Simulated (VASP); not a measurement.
# TiTe2 (P-3m1) in VASP: single point with PBE+D4

Aim: the single point of TiTe2 with PBE+D4.

Program: VASP 6.6.1. These are calculated values, not measurements. Logs are shortened: lines on timing, memory, paths and dates and some standing lists are left out, and cuts for length are marked.

**1. The cell of the first run**

It takes space group P-3m1 (No. 164, trigonal). Conventional cell: a = 3.777 Å, b = 3.777 Å, c = 6.498 Å, α = 90.00°, β = 90.00°, γ = 120.00°. Ti (site symmetry -3m) has 6 Te at 2.77 Å within 3.7 Å. Te (site symmetry 3m) has 3 Ti at 2.77 Å within 3.7 Å.

**2. Single point, PBE+D4**

INCAR reads:

```
SYSTEM = TiTe2
PREC = Accurate ; ENCUT = 500
EDIFF = 1E-6 ; ISMEAR = 1
SIGMA = 0.1 ; LREAL = .False.
LASPH = .True. ; NELM = 120
ALGO = Normal ; ISIF = 2
LWAVE = .False. ; LCHARG = .False.
GGA = PE ; IVDW = 13
NBANDS = 19 ; GGA_COMPAT = .False.
```

KPOINTS reads:

```
regular mesh
0
Gamma
  8 8 4
  0 0 0
```

POSCAR reads:

```
TiTe2
1.0
    3.7770000000      0.0000000000      0.0000000000
   -1.8885000000      3.2709780000      0.0000000000
    0.0000000000      0.0000000000      6.4980000000
Ti Te
1 2
Direct
    0.0000000000      0.0000000000      0.0000000000
    0.6666666667      0.3333333333      0.2628000000
    0.3333333333      0.6666666667      0.7372000000
```

Potentials or basis: VASP PAW PBE potentials, release 64 (Ti_sv, Te).

The run is started by

```
> cat potpaw_PBE.64/Ti_sv/POTCAR potpaw_PBE.64/Te/POTCAR > POTCAR
> mpirun -np 1 vasp_std > vasp.out
```

OUTCAR:

```text
SYSTEM = TiTe2
   PREC = Accurate
   ENCUT = 500
   EDIFF = 1E-6
   ISMEAR = 1
   LREAL = .False.
   LASPH = .True.
   NELM = 120
   ISIF = 2
   GGA = PE
   IVDW = 13

 ion  position               nearest neighbor table
   1  0.000  0.000  0.000-   2 2.77   3 2.77   2 2.77   3 2.77   2 2.77   3 2.77
   2  0.667  0.333  0.263-   1 2.77   1 2.77   1 2.77
   3  0.333  0.667  0.737-   1 2.77   1 2.77   1 2.77

  LATTYP: Found a hexagonal cell.
 ALAT       =     3.7770000000
 C/A-ratio  =     1.7204130262

  Lattice vectors:

 A1 = (   3.7770000000,   0.0000000000,   0.0000000000)
 A2 = (  -1.8885000000,   3.2709780000,   0.0000000000)
 A3 = (   0.0000000000,   0.0000000000,   6.4980000000)

Analysis of symmetry for initial positions (statically):
=====================================================================
 Subroutine PRICEL returns:
 Original cell was already a primitive cell.

 Routine SETGRP: Setting up the symmetry group for a
 hexagonal supercell.

 Subroutine GETGRP returns: Found 12 space group operations
 (whereof 12 operations were pure point group operations)
 out of a pool of 24 trial point group operations.

The static configuration has the point symmetry D_3d.

Analysis of symmetry for dynamics (positions and initial velocities):
=====================================================================
 Subroutine PRICEL returns:
 Original cell was already a primitive cell.

 Routine SETGRP: Setting up the symmetry group for a
 hexagonal supercell.

 Subroutine GETGRP returns: Found 12 space group operations
 (whereof 12 operations were pure point group operations)
 out of a pool of 24 trial point group operations.

The dynamic configuration has the point symmetry D_3d.

 Subroutine INISYM returns: Found 12 space group operations
 (whereof 12 operations are pure point group operations),
 and found     1 'primitive' translations

----------------------------------------------------------------------------------------

                                     Primitive cell

  volume of cell :      80.2794

  direct lattice vectors                    reciprocal lattice vectors
     3.777000000  0.000000000  0.000000000     0.264760392  0.152859481  0.000000000
    -1.888500000  3.270978000  0.000000000     0.000000000  0.305718962  0.000000000
     0.000000000  0.000000000  6.498000000     0.000000000  0.000000000  0.153893506

  length of vectors
     3.777000000  3.777000043  6.498000000     0.305718966  0.305718962  0.153893506

  position of ions in fractional coordinates (direct lattice)
     0.000000000  0.000000000  0.000000000
     0.666666667  0.333333333  0.262800000
     0.333333333  0.666666667  0.737200000

  ion indices of the primitive-cell ions
   primitive index   ion index
                 1           1
                 2           2
                 3           3

----------------------------------------------------------------------------------------

 KPOINTS: regular mesh

Automatic generation of k-mesh.
 Grid dimensions read from file:
 generate k-points for:    8    8    4

 Generating k-lattice:

  Cartesian coordinates                     Fractional coordinates (reciprocal lattice)
     0.033095049  0.019107435  0.000000000     0.125000000  0.000000000  0.000000000
     0.000000000  0.038214870  0.000000000     0.000000000  0.125000000  0.000000000
     0.000000000  0.000000000  0.038473376     0.000000000  0.000000000  0.250000000

  Length of vectors
     0.038214871  0.038214870  0.038473376

  Shift w.r.t. Gamma in fractional coordinates (k-lattice)
     0.000000000  0.000000000  0.000000000

 Subroutine IBZKPT returns following result:
 ===========================================

 Found     35 irreducible k-points:

 Following reciprocal coordinates:
            Coordinates               Weight
  0.000000  0.000000  0.000000      1.000000
  0.125000  0.000000  0.000000      6.000000
  0.250000  0.000000  0.000000      6.000000
  0.375000  0.000000  0.000000      6.000000
  0.500000  0.000000  0.000000      3.000000
  0.125000  0.125000  0.000000      6.000000
[... 16 lines left out ...]
 -0.125000  0.500000  0.250000     12.000000
  0.250000  0.250000  0.250000     12.000000
 [... further k-points ...]
   k-points           NKPTS =     35   k-points in BZ     NKDIM =     35   number of bands    NBANDS=     19
   number of dos      NEDOS =    301   number of ions     NIONS =      3
   total plane-waves  NPLWV =  37632
   dimension x,y,z NGX =    28 NGY =   28 NGZ =   48
   dimension x,y,z NGXF=    56 NGYF=   56 NGZF=   96
   ions per type =               1   2
   NGX,Y,Z   is equivalent  to a cutoff of  12.32, 12.32, 12.28 a.u.
   NGXF,Y,Z  is equivalent  to a cutoff of  24.65, 24.65, 24.56 a.u.
 SYSTEM =  TiTe2
   PREC   = accura    normal or accurate (medium, high low for compatibility)
   ISTART =      0    job   : 0-new  1-cont  2-samecut
   ICHARG =      2    charge: 1-file 2-atom 10-const
   ISPIN  =      1    spin polarized calculation?
   LNONCOLLINEAR =      F non collinear calculations
   LSORBIT =      F    spin-orbit coupling
   LASPH  =      T    aspherical Exc in radial PAW
   ENCUT  =  500.0 eV  36.75 Ry    6.06 a.u.   6.89  6.89 11.85*2*pi/ulx,y,z
   NELM   =    120;   NELMIN=  2; NELMDL= -5     # of ELM steps
   EDIFF  = 0.1E-05   stopping-criterion for ELM
   LREAL  =      F    real-space projection
   EDIFFG = 0.1E-04   stopping-criterion for IOM
   NSW    =      0    number of steps for IOM
   IBRION =     -1    ionic relax: 0-MD 1-quasi-New 2-CG
   NFREE  =      0    steps in history (QN), initial steepest desc. (CG)
   ISIF   =      2    stress and relaxation
   ISYM   =      2    0-nonsym 1-usesym 2-fastsym
   POTIM  = 0.5000    time-step for ionic-motion
   TEBEG  =    0.0;   TEEND  =   0.0 temperature during run
   PSTRESS=    0.0 pullay stress
   NELECT =      24.0000    total number of electrons
   NUPDOWN=      -1.0000    fix difference up-down
   EMIN   =  10.00;   EMAX   =-10.00  energy-range for DOS
   EFERMI =   0.00;   METHOD = LEGACY
   ISMEAR =     1;   SIGMA  =   0.10  broadening in eV -4-tet -1-fermi 0-gaus
   EFERMI_NEDOS =   21; number of points for ismear=-14 and -15
   IALGO  =     38    algorithm
   IMIX   =      4    mixing-type and parameters
     AMIX     =   0.40;   BMIX     =  1.00
     AMIX_MAG =   1.60;   BMIX_MAG =  1.00
  volume/ion in A,a.u.               =      26.76       180.58
  Fermi-wavevector in a.u.,A,eV,Ry     =   1.094655  2.068597 16.303438  1.198269
  Thomas-Fermi vector in A             =   2.230964
   LORBIT       =      0    0 simple, 1 ext, 2 COOP (PROOUT), +10 PAW based schemes
   GGA     = PE    functional components
   LHFCALC =     F    Hartree Fock is set to
   AEXX    =    0.0000 exact exchange contribution
   IVDW    =    13    specifies the selected vdW correction
   LEPSILON=     F    determine dielectric tensor
   LRPA    =     F    only Hartree local field effects (RPA)
 non-spin polarized calculation
 Methfessel and Paxton  Order N= 1 SIGMA  =   0.10
  energy-cutoff  :      500.00
  volume of cell :       80.28
 maximum number of plane-waves:      2064
   NGX = 13   NGY = 13   NGZ = 23

 number of electron      23.9999998 magnetization

 Free energy of the ion-electron system (eV)
  ---------------------------------------------------
  ext. energy  EPLUGINS =         0.00000000
  ---------------------------------------------------
  free energy    TOTEN  =       -16.20940197 eV

  energy without entropy =      -16.20904624  energy(sigma->0) =      -16.20928340

 E-fermi :   6.7955     XC(G=0):  -9.8600

 val. band max:        6.7874162053   @ k =   0.1250   0.0000   0.2500
 cond. band min:       6.8367228986   @ k =   0.5000   0.0000   0.0000
 fundamental gap:      0.0493066934
 Fermi energy:         6.7955292528

 k-point     1 :       0.0000    0.0000    0.0000
  band No.  band energies     occupation
      1     -50.6685      2.00000
      2     -26.9235      2.00000
      3     -26.9235      2.00000
      4     -26.8904      2.00000
      5      -5.5817      2.00000
      6      -4.0789      2.00000
[... 11 lines left out ...]
     18      11.9242      0.00000
     19      12.7571      0.00000

 k-point     2 :       0.1250    0.0000    0.0000
  band No.  band energies     occupation
      1     -50.6681      2.00000
      2     -26.9296      2.00000
      3     -26.9249      2.00000
      4     -26.8890      2.00000
      5      -5.4101      2.00000
      6      -3.9915      2.00000
[... 11 lines left out ...]
     18      12.8252      0.00000
     19      13.5121      0.00000

 k-point     3 :       0.2500    0.0000    0.0000
  band No.  band energies     occupation
      1     -50.6670      2.00000
      2     -26.9444      2.00000
      3     -26.9283      2.00000
      4     -26.8856      2.00000
      5      -4.9309      2.00000
      6      -3.7739      2.00000
[... 11 lines left out ...]
     18      12.5731      0.00000
     19      13.3595      0.00000

 k-point     4 :       0.3750    0.0000    0.0000
  band No.  band energies     occupation
      1     -50.6660      2.00000
      2     -26.9590      2.00000
      3     -26.9317      2.00000
      4     -26.8821      2.00000
      5      -4.2802      2.00000
      6      -3.5844      2.00000
[... 11 lines left out ...]
     18      12.3233      0.00000
     19      12.5010      0.00000

 k-point     5 :       0.5000    0.0000    0.0000
  band No.  band energies     occupation
      1     -50.6655      2.00000
      2     -26.9651      2.00000
      3     -26.9331      2.00000
      4     -26.8807      2.00000
      5      -3.8226      2.00000
      6      -3.6301      2.00000
[... 11 lines left out ...]
     18      12.1563      0.00000
     19      12.4320      0.00000

 k-point     6 :       0.1250    0.1250    0.0000
  band No.  band energies     occupation
      1     -50.6673      2.00000
      2     -26.9394      2.00000
      3     -26.9280      2.00000
      4     -26.8866      2.00000
      5      -5.0840      2.00000
      6      -3.8374      2.00000
[... 11 lines left out ...]
     18      13.7754      0.00000
     19      13.7917      0.00000

 k-point     7 :       0.2500    0.1250    0.0000
  band No.  band energies     occupation
      1     -50.6663      2.00000
      2     -26.9525      2.00000
      3     -26.9329      2.00000
      4     -26.8832      2.00000
      5      -4.5128      2.00000
      6      -3.6205      2.00000
[... 11 lines left out ...]
     18      12.5131      0.00000
     19      13.3984      0.00000

 k-point     8 :       0.3750    0.1250    0.0000
  band No.  band energies     occupation
      1     -50.6655      2.00000
      2     -26.9617      2.00000
      3     -26.9364      2.00000
      4     -26.8807      2.00000
      5      -3.9157      2.00000
      6      -3.5440      2.00000
[... 256 lines left out ...]
 k-point    20 :       0.2500    0.1250    0.2500
  band No.  band energies     occupation
      1     -50.6663      2.00000
      2     -26.9525      2.00000
      3     -26.9329      2.00000
      4     -26.8832      2.00000
      5      -4.4179      2.00000
      6      -3.7466      2.00000
[... 11 lines left out ...]
     18      12.2464      0.00000
     19      13.1771      0.00000

 k-point    21 :      -0.1250    0.3750    0.2500
  band No.  band energies     occupation
      1     -50.6663      2.00000
      2     -26.9525      2.00000
      3     -26.9329      2.00000
      4     -26.8832      2.00000
      5      -4.3819      2.00000
      6      -3.7992      2.00000
[... 11 lines left out ...]
     18      12.3282      0.00000
     19      13.4348      0.00000

 k-point    22 :       0.3750    0.1250    0.2500
  band No.  band energies     occupation
      1     -50.6655      2.00000
      2     -26.9617      2.00000
      3     -26.9364      2.00000
      4     -26.8807      2.00000
      5      -3.9118      2.00000
      6      -3.5324      2.00000
[... 11 lines left out ...]
     18      11.9253      0.00000
     19      12.8289      0.00000

 k-point    23 :      -0.1250    0.5000    0.2500
  band No.  band energies     occupation
      1     -50.6655      2.00000
      2     -26.9617      2.00000
      3     -26.9364      2.00000
      4     -26.8807      2.00000
      5      -3.8206      2.00000
      6      -3.6414      2.00000
[... 11 lines left out ...]
     18      11.6429      0.00000
     19      13.1244      0.00000

 k-point    24 :       0.2500    0.2500    0.2500
  band No.  band energies     occupation
      1     -50.6655      2.00000
      2     -26.9571      2.00000
      3     -26.9411      2.00000
      4     -26.8808      2.00000
      5      -3.9100      2.00000
      6      -3.5607      2.00000
[... 11 lines left out ...]
     18      12.0873      0.00000
     19      12.8454      0.00000

 [... further k-points ...]

------------------------ aborting loop because EDIFF is reached ----------------------------------------

  DFT-D4 for vdW energy calculation

  Edisp (eV):   -1.25742

  FORCE on cell =-STRESS in cart. coord.  units (eV):
  Direction    XX          YY          ZZ          XY          YZ          ZX
  --------------------------------------------------------------------------------------
  -------------------------------------------------------------------------------------
  Total      -0.77332    -0.77332    -0.60015     0.00000    -0.00000    -0.00000
  in kB     -15.43362   -15.43362   -11.97745     0.00000    -0.00000    -0.00000
  external pressure =      -14.28 kB  Pullay stress =        0.00 kB

 VOLUME and BASIS-vectors are now :
 -----------------------------------------------------------------------------
  energy-cutoff  :      500.00
  volume of cell :       80.28
      direct lattice vectors                 reciprocal lattice vectors
     3.777000000  0.000000000  0.000000000     0.264760392  0.152859481  0.000000000
    -1.888500000  3.270978000  0.000000000     0.000000000  0.305718962  0.000000000
     0.000000000  0.000000000  6.498000000     0.000000000  0.000000000  0.153893506

 POSITION                                       TOTAL-FORCE (eV/Angst)
 -----------------------------------------------------------------------------------
      0.00000      0.00000      0.00000        -0.000000      0.000000      0.000000
      1.88850      1.09033      1.70767         0.000000      0.000000      0.002317
     -0.00000      2.18065      4.79033        -0.000000     -0.000000     -0.002317
 -----------------------------------------------------------------------------------
    total drift:                                0.000000     -0.000000      0.000000

  FREE ENERGIE OF THE ION-ELECTRON SYSTEM (eV)
  ---------------------------------------------------
  free  energy   TOTEN  =       -17.4668219713 eV

  energy  without entropy=      -17.4664662458  energy(sigma->0) =      -17.46670340
```

Wall time 42 s (1 thread of Intel Xeon Platinum 8488C (Sapphire Rapids), shared host); peak memory 0.21 GiB.

Results:

```
Free energy                : -17.4668 eV
Pressure                   : -1.4 GPa
Band gap on the k mesh     : zero (band 12 reaches 7.21 eV, above the bottom of band 13 at 6.55 eV)
Dispersion energy per atom : -0.419 eV
```

Forces on the atoms (eV/Å):
```
Ti   0.000  0.000  0.000
Te   0.000  0.000  0.002
Te   0.000  0.000 -0.002
```

Caveat: spin-orbit coupling is left out, which moves the levels of the heavy elements.
